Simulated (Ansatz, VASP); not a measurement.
# Two plane-wave programs on Ge

```
Ge
1.0
     4.24600    0.00000    0.00000
    -2.12300    3.67714    0.00000
     0.00000    0.00000   28.00000
Ge
2
Direct
  0.33333 0.66667 0.50259
  0.66667 0.33333 0.49741
```

Alike in both runs: task single point; functional PBE; k mesh 12 × 12 × 1; occupations gaussian, width 0.1 eV; no spin polarisation.

|  | VASP | Ansatz |
| --- | --- | --- |
| version | VASP 6.6.1 | Ansatz 0.2.0 |
| potentials or method | VASP PAW PBE potentials, release 64 (Ge_d), cutoff 520 eV | scalar-relativistic, plane waves, PAW |
| valence electrons in the cell | 28 | 28 |

Ansatz gave:

```
gap on the k mesh at the Fermi level (eV) : none
rms of the force components (eV/Å)        : 0.172
```

Problem. Which values does VASP return?

Solution. gap on the k mesh at the Fermi level (eV): none; rms of the force components (eV/Å): 0.170.

Atom by atom the forces differ by 0.003 eV/Å (rms over components). A gap of «none» marks a metal or a gap that the smearing closes.
